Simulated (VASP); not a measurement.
VSi (zincblende type): electric field gradients with PBE

VSi (zincblende type):

```
V Si
1.0
     0.00000    2.79194    2.79194
     2.79194    0.00000    2.79194
     2.79194    2.79194    0.00000
V Si
1 1
Direct
  0.00000 0.00000 0.00000
  0.25000 0.25000 0.25000
```

| Property | Result |
| --- | --- |
| Program | VASP 6.6.1 |
| Task | electric field gradients |
| Functional | PBE |
| Potentials or basis | VASP PAW PBE potentials, release 64 (V_sv, Si) |
| Cutoff | 400 eV |
| k mesh | 11 × 11 × 11 |
| Occupations | fermi-dirac, width 0.05 eV |
| Spin | collinear spin, ferromagnetic start |
| Starting moments | [1.5, 0.0] μB |
| Dipole correction | no |
| Further INCAR settings | ALGO = Normal; EDIFF = 1e-08; NBANDS = 20 |

The pressure is -2.2 GPa and the net moment is 0.71 μB per cell. The site moments are V +0.70; Si -0.06 μB. The largest electric field gradient by atom is zero within the noise of the run. The valence electrons inside the program's atomic spheres are V 11.44; Si 1.76.

Levels at points of the mesh, in eV from the Fermi level:
Spin up:
```csv
k point,band 6,band 7,band 8,band 9,band 10,band 11,band 12,band 13
"(0.00, 0.00, 0.00)",-1.59,-1.59,-1.59,0.02,0.02,5.99,5.99,5.99
```
Spin down:
```
           k point  band 6  band 7  band 8  band 9  band 10  band 11
(0.00, 0.00, 0.00)   -1.29   -1.29   -1.29    0.76     0.76     6.14
```

It took 2.4 min on 1 thread of Intel Xeon 8259CL (shared host), peak memory 0.2 GiB.
